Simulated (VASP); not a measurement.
# Ru (Fd-3m) in VASP: further runs

The runs below take Ru through relaxation of cell and atoms, with PBE.

Program: VASP 6.6.1. These are calculated values, not measurements. Logs are shortened: lines on timing, memory, paths and dates and some standing lists are left out, and cuts for length are marked.

## 1. The cell of the first run

The structure is cubic, space group Fd-3m (No. 227). The conventional cell has a = 5.210 Å, b = 5.210 Å, c = 5.210 Å, α = 90.00°, β = 90.00°, γ = 90.00°. Within 3.0 Å of Ru (site symmetry -43m) lie 4 Ru at 2.26 Å.

This isn't the form of Ru at room conditions, which is hcp.

## 2. Relaxation of cell and atoms, PBE

INCAR reads:

```
SYSTEM = Ru
PREC = Accurate
ENCUT = 600
EDIFF = 1E-6
ISMEAR = -1
SIGMA = 0.1
LREAL = .FALSE.
LASPH = .TRUE.
NELM = 80
ALGO = Normal
ISIF = 3
LWAVE = .FALSE.
LCHARG = .FALSE.
GGA = PE
IBRION = 2
NSW = 80
EDIFFG = -0.02
```

KPOINTS reads:

```
regular mesh
0
G
  15 15 15
  0 0 0
```

POSCAR reads:

```
Ru
1.0
    0.0000000000      2.6050000000      2.6050000000
    2.6050000000      0.0000000000      2.6050000000
    2.6050000000      2.6050000000      0.0000000000
Ru
2
Direct
    0.0000000000      0.0000000000      0.0000000000
    0.2500000000      0.2500000000      0.2500000000
```

Potentials or basis: VASP PAW PBE potentials, release 64 (Ru_pv).

On the command line:

```sh
> cat potpaw_PBE.64/Ru_pv/POTCAR > POTCAR
> mpirun -np 1 vasp_std > vasp.out
```

OUTCAR:

```text
SYSTEM = Ru
   PREC = Accurate
   ENCUT = 600
   EDIFF = 1E-6
   ISMEAR = -1
   LREAL = .FALSE.
   LASPH = .TRUE.
   NELM = 80
   ISIF = 3
   GGA = PE
   IBRION = 2
   NSW = 80
   EDIFFG = -0.02

 ion  position               nearest neighbor table
   1  0.000  0.000  0.000-   2 2.26   2 2.26   2 2.26   2 2.26
   2  0.250  0.250  0.250-   1 2.26   1 2.26   1 2.26   1 2.26

  LATTYP: Found a face centered cubic cell.
 ALAT       =     5.2100000000

  Lattice vectors:

 A1 = (   0.0000000000,   2.6050000000,   2.6050000000)
 A2 = (   2.6050000000,   0.0000000000,   2.6050000000)
 A3 = (   2.6050000000,   2.6050000000,   0.0000000000)

Analysis of symmetry for initial positions (statically):
=====================================================================
 Subroutine PRICEL returns:
 Original cell was already a primitive cell.

 Routine SETGRP: Setting up the symmetry group for a
 face centered cubic supercell.

 Subroutine GETGRP returns: Found 48 space group operations
 (whereof 24 operations were pure point group operations)
 out of a pool of 48 trial point group operations.

The static configuration has the point symmetry T_d .
 The point group associated with its full space group is O_h .

Analysis of symmetry for dynamics (positions and initial velocities):
=====================================================================
 Subroutine PRICEL returns:
 Original cell was already a primitive cell.

 Routine SETGRP: Setting up the symmetry group for a
 face centered cubic supercell.

 Subroutine GETGRP returns: Found 48 space group operations
 (whereof 24 operations were pure point group operations)
 out of a pool of 48 trial point group operations.

The dynamic configuration has the point symmetry T_d .
 The point group associated with its full space group is O_h .

 Subroutine INISYM returns: Found 48 space group operations
 (whereof 24 operations are pure point group operations),
 and found     1 'primitive' translations

----------------------------------------------------------------------------------------

                                     Primitive cell

  volume of cell :      35.3552

  direct lattice vectors                    reciprocal lattice vectors
     0.000000000  2.605000000  2.605000000    -0.191938580  0.191938580  0.191938580
     2.605000000  0.000000000  2.605000000     0.191938580 -0.191938580  0.191938580
     2.605000000  2.605000000  0.000000000     0.191938580  0.191938580 -0.191938580

  length of vectors
     3.684026330  3.684026330  3.684026330     0.332447372  0.332447372  0.332447372

  position of ions in fractional coordinates (direct lattice)
     0.000000000  0.000000000  0.000000000
     0.250000000  0.250000000  0.250000000

  ion indices of the primitive-cell ions
   primitive index   ion index
                 1           1
                 2           2

----------------------------------------------------------------------------------------

 KPOINTS: regular mesh

Automatic generation of k-mesh.
 Grid dimensions read from file:
 generate k-points for:   15   15   15

 Generating k-lattice:

  Cartesian coordinates                     Fractional coordinates (reciprocal lattice)
    -0.012795905  0.012795905  0.012795905     0.066666667  0.000000000  0.000000000
     0.012795905 -0.012795905  0.012795905     0.000000000  0.066666667  0.000000000
     0.012795905  0.012795905 -0.012795905     0.000000000  0.000000000  0.066666667

  Length of vectors
     0.022163158  0.022163158  0.022163158

  Shift w.r.t. Gamma in fractional coordinates (k-lattice)
     0.000000000  0.000000000  0.000000000

 Subroutine IBZKPT returns following result:
 ===========================================

 Found    120 irreducible k-points:

 Following reciprocal coordinates:
            Coordinates               Weight
  0.000000  0.000000  0.000000      1.000000
  0.066667  0.000000  0.000000      8.000000
  0.133333  0.000000  0.000000      8.000000
  0.200000  0.000000  0.000000      8.000000
  0.266667  0.000000  0.000000      8.000000
  0.333333  0.000000  0.000000      8.000000
[... 16 lines left out ...]
  0.133333  0.133333  0.000000      6.000000
  0.200000  0.133333  0.000000     24.000000
 [... further k-points ...]
   k-points           NKPTS =    120   k-points in BZ     NKDIM =    120   number of bands    NBANDS=     18
   number of dos      NEDOS =    301   number of ions     NIONS =      2
   total plane-waves  NPLWV =  27000
   dimension x,y,z NGX =    30 NGY =   30 NGZ =   30
   dimension x,y,z NGXF=    60 NGYF=   60 NGZF=   60
   ions per type =               2
   NGX,Y,Z   is equivalent  to a cutoff of  13.54, 13.54, 13.54 a.u.
   NGXF,Y,Z  is equivalent  to a cutoff of  27.08, 27.08, 27.08 a.u.
 SYSTEM =  Ru
   PREC   = accura    normal or accurate (medium, high low for compatibility)
   ISTART =      0    job   : 0-new  1-cont  2-samecut
   ICHARG =      2    charge: 1-file 2-atom 10-const
   ISPIN  =      1    spin polarized calculation?
   LNONCOLLINEAR =      F non collinear calculations
   LSORBIT =      F    spin-orbit coupling
   LASPH  =      T    aspherical Exc in radial PAW
   ENCUT  =  600.0 eV  44.10 Ry    6.64 a.u.   7.36  7.36  7.36*2*pi/ulx,y,z
   NELM   =     80;   NELMIN=  2; NELMDL= -5     # of ELM steps
   EDIFF  = 0.1E-05   stopping-criterion for ELM
   LREAL  =      F    real-space projection
   EDIFFG = -.2E-01   stopping-criterion for IOM
   NSW    =     80    number of steps for IOM
   IBRION =      2    ionic relax: 0-MD 1-quasi-New 2-CG
   NFREE  =      1    steps in history (QN), initial steepest desc. (CG)
   ISIF   =      3    stress and relaxation
   ISYM   =      2    0-nonsym 1-usesym 2-fastsym
   POTIM  = 0.5000    time-step for ionic-motion
   TEBEG  =    0.0;   TEEND  =   0.0 temperature during run
   PSTRESS=    0.0 pullay stress
   NELECT =      28.0000    total number of electrons
   NUPDOWN=      -1.0000    fix difference up-down
   EMIN   =  10.00;   EMAX   =-10.00  energy-range for DOS
   EFERMI =   0.00;   METHOD = LEGACY
   ISMEAR =    -1;   SIGMA  =   0.10  broadening in eV -4-tet -1-fermi 0-gaus
   EFERMI_NEDOS =   21; number of points for ismear=-14 and -15
   IALGO  =     38    algorithm
   IMIX   =      4    mixing-type and parameters
     AMIX     =   0.40;   BMIX     =  1.00
     AMIX_MAG =   1.60;   BMIX_MAG =  1.00
  volume/ion in A,a.u.               =      17.68       119.29
  Fermi-wavevector in a.u.,A,eV,Ry     =   1.514641  2.862257 31.213644  2.294138
  Thomas-Fermi vector in A             =   2.624272
   LORBIT       =      0    0 simple, 1 ext, 2 COOP (PROOUT), +10 PAW based schemes
   GGA     = PE    functional components
   LHFCALC =     F    Hartree Fock is set to
   AEXX    =    0.0000 exact exchange contribution
   IVDW    =     0    specifies the selected vdW correction
   LEPSILON=     F    determine dielectric tensor
   LRPA    =     F    only Hartree local field effects (RPA)
 conjugate gradient relaxation of ions
 non-spin polarized calculation
  energy-cutoff  :      600.00
  volume of cell :       35.36
 maximum number of plane-waves:      1243
 NGX is ok and might be reduce to    30
   NGX = 15   NGY = 15   NGZ = 15

--------------------------------------- Ionic step        1  -------------------------------------------

 number of electron      28.0000000 magnetization

 Free energy of the ion-electron system (eV)
  ---------------------------------------------------
  ext. energy  EPLUGINS =         0.00000000
  ---------------------------------------------------
  free energy    TOTEN  =       -15.65842174 eV

  energy without entropy =      -15.60615215  energy(sigma->0) =      -15.63228694

------------------------ aborting loop because EDIFF is reached ----------------------------------------

  FORCE on cell =-STRESS in cart. coord.  units (eV):
  Direction    XX          YY          ZZ          XY          YZ          ZX
  --------------------------------------------------------------------------------------
  -------------------------------------------------------------------------------------
  Total        7.0124482      7.0124482      7.0124482     -0.0000000      0.0000000      0.0000000
  in kB      317.7803710    317.7803710    317.7803710     -0.0000000      0.0000000      0.0000000
  external PRESSURE =     317.7803710 kB  Pullay stress =       0.0000000 kB

 VOLUME and BASIS-vectors are now :
 -----------------------------------------------------------------------------
  energy-cutoff  :      600.00
  volume of cell :       35.36
      direct lattice vectors                 reciprocal lattice vectors
     0.000000000  2.605000000  2.605000000    -0.191938580  0.191938580  0.191938580
     2.605000000  0.000000000  2.605000000     0.191938580 -0.191938580  0.191938580
     2.605000000  2.605000000  0.000000000     0.191938580  0.191938580 -0.191938580

 POSITION                                       TOTAL-FORCE (eV/Angst)
 -----------------------------------------------------------------------------------
      0.00000      0.00000      0.00000         0.000000      0.000000      0.000000
      1.30250      1.30250      1.30250        -0.000000     -0.000000     -0.000000
 -----------------------------------------------------------------------------------
    total drift:                                0.000000     -0.000000      0.000000

  FREE ENERGIE OF THE ION-ELECTRON SYSTEM (eV)
  ---------------------------------------------------
  free  energy   TOTEN  =       -15.6584217406 eV

  energy  without entropy=      -15.6061521489  energy(sigma->0) =      -15.63228694

--------------------------------------- Ionic step        2  -------------------------------------------

 number of electron      27.9999981 magnetization

 E-fermi :   3.5386     XC(G=0):  -9.6231

 val. band max:        3.5284447864   @ k =   0.4667   0.0000   0.0000
 cond. band min:       3.5542753718   @ k =   0.4667   0.1333   0.0000
 fundamental gap:      0.0258305854
 Fermi energy:         3.5386475441

 k-point     1 :       0.0000    0.0000    0.0000
  band No.  band energies     occupation
      1     -38.9558      2.00000
      2     -38.9558      2.00000
      3     -38.9558      2.00000
      4     -38.6240      2.00000
      5     -38.6240      2.00000
      6     -38.6240      2.00000
[... 10 lines left out ...]
     17       4.5432      0.00009
     18      14.8289      0.00000
[... 577 lines left out ...]
 POSITION                                       TOTAL-FORCE (eV/Angst)
 -----------------------------------------------------------------------------------
      0.00000      0.00000      0.00000        -0.000000     -0.000000     -0.000000
      1.36613      1.36613      1.36613         0.000000      0.000000      0.000000
 -----------------------------------------------------------------------------------
    total drift:                                0.000000     -0.000000      0.000000

  FREE ENERGIE OF THE ION-ELECTRON SYSTEM (eV)
  ---------------------------------------------------
  free  energy   TOTEN  =       -16.1180999270 eV

  energy  without entropy=      -16.0557785064  energy(sigma->0) =      -16.08693922

--------------------------------------- Ionic step        5  -------------------------------------------

 number of electron      28.0000003 magnetization

 Free energy of the ion-electron system (eV)
  ---------------------------------------------------
  ext. energy  EPLUGINS =         0.00000000
  ---------------------------------------------------
  free energy    TOTEN  =       -16.11834121 eV

  energy without entropy =      -16.05625535  energy(sigma->0) =      -16.08729828

 E-fermi :   6.9967     XC(G=0): -11.3218

 val. band max:        6.9878014978   @ k =   0.4667   0.2000   0.0000
 cond. band min:       7.0178101477   @ k =   0.4000   0.0000   0.0000
 fundamental gap:      0.0300086499
 Fermi energy:         6.9967102886

 k-point     1 :       0.0000    0.0000    0.0000
  band No.  band energies     occupation
      1     -36.1361      2.00000
      2     -36.1361      2.00000
      3     -36.1361      2.00000
      4     -35.2680      2.00000
      5     -35.2680      2.00000
      6     -35.2680      2.00000
[... 10 lines left out ...]
     17       8.8248      0.00000
     18      17.9083      0.00000
[... 505 lines left out ...]
 POSITION                                       TOTAL-FORCE (eV/Angst)
 -----------------------------------------------------------------------------------
      0.00000      0.00000      0.00000         0.000000      0.000000      0.000000
      1.36472      1.36472      1.36472        -0.000000     -0.000000     -0.000000
 -----------------------------------------------------------------------------------
    total drift:                                0.000000     -0.000000      0.000000

  FREE ENERGIE OF THE ION-ELECTRON SYSTEM (eV)
  ---------------------------------------------------
  free  energy   TOTEN  =       -16.1183412112 eV

  energy  without entropy=      -16.0562553498  energy(sigma->0) =      -16.08729828

 reached required accuracy - stopping structural energy minimisation
```

Wall time 8 min (1 thread of Intel Xeon 8259CL, shared host); peak memory 0.23 GiB.

What came out:

```yaml
Free_energy: -16.1183 eV
Relaxed_volume: 20.33 Å³/atom
Relaxed_cell: a = 3.860 Å, b = 3.860 Å, c = 3.860 Å, α = 60.00°, β = 60.00°, γ = 60.00°
Space_group_after_relaxing_to_0.1_Å: Fd-3m (No. 227)
Pressure_after_relaxing: 0.0 GPa
Band_gap_on_the_k_mesh: zero (bands 14 and 15 overlap by 0.86 eV)
```

Final structure:
```
Ru
1.0
     0.00000    2.72945    2.72945
     2.72945    0.00000    2.72945
     2.72945    2.72945    0.00000
Ru
2
Direct
  0.00000 0.00000 0.00000
  0.25000 0.25000 0.25000
```

Caveat: the volume moved by over 15 % at a fixed basis, so the end points are rough.

## 3. Relaxation of cell and atoms, PBE, target pressure 20 GPa, at which the enthalpy is minimised

INCAR reads:

```
SYSTEM = Ru
  ALGO = Normal
  EDIFF = 1E-6
  EDIFFG = -0.02
  ENCUT = 600
  GGA = PE
  IBRION = 2
  ISIF = 3
  ISMEAR = -1
  LASPH = .TRUE.
  LCHARG = .FALSE.
  LREAL = .FALSE.
  LWAVE = .FALSE.
  NELM = 100
  NSW = 80
  PREC = Accurate
  PSTRESS = 200.0
  SIGMA = 0.1
```

KPOINTS reads:

```
k-points
0
G
  15 15 15
  0 0 0
```

POSCAR is that of step 2.

Potentials or basis: VASP PAW PBE potentials, release 64 (Ru_pv).

On the command line:

```sh
> cat potpaw_PBE.64/Ru_pv/POTCAR > POTCAR
> mpirun -np 1 vasp_std > vasp.out
```

Run time: 6.3 min. Hardware: 1 thread of Intel Xeon 8259CL, shared host; peak memory 0.24 GiB.

The run converged. Its results:

| Quantity | Value |
| --- | --- |
| Free energy | -15.9051 eV |
| Relaxed volume | 18.45 Å³/atom |
| Relaxed cell | a = 3.737 Å, b = 3.737 Å, c = 3.737 Å, α = 60.00°, β = 60.00°, γ = 60.00° |
| Space group after relaxing (to 0.1 Å) | Fd-3m (No. 227) |
| Energy change on relaxing (the run minimises the enthalpy) | -123.3 meV/atom |
| Ionic steps | 4 |
| Pressure after relaxing | 20.0 GPa |
| Band gap on the k mesh | zero (bands 14 and 15 overlap by 0.96 eV) |

Step by step:
```csv
step,energy change (eV),largest force (eV/Å),pressure (GPa),volume (Å³)
1,0.0000,0.0000,31.78,35.36
2,-0.4235,0.0000,-6.29,42.43
3,-0.2578,0.0000,19.35,36.99
4,-0.2467,0.0000,19.96,36.90
```

Final structure:
```
Ru
1.0
     0.00000    2.64230    2.64230
     2.64230    0.00000    2.64230
     2.64230    2.64230    0.00000
Ru
2
Cartesian
  0.0000 0.0000 0.0000
  1.3212 1.3212 1.3212
```

Levels at points of the mesh, in eV from the Fermi level:
```
           k point  band 11  band 12  band 13  band 14  band 15  band 16  band 17  band 18
(0.00, 0.00, 0.00)    -3.52    -3.52    -0.51    -0.51    -0.51     2.15     2.15    10.84
```

Caveat: the cell is relaxed towards a set pressure, so the run minimises the enthalpy, not the energy.

(Continued in part 2 of 2.)

The gap in the log of VASP goes by the Fermi energy; the results here count the filled bands.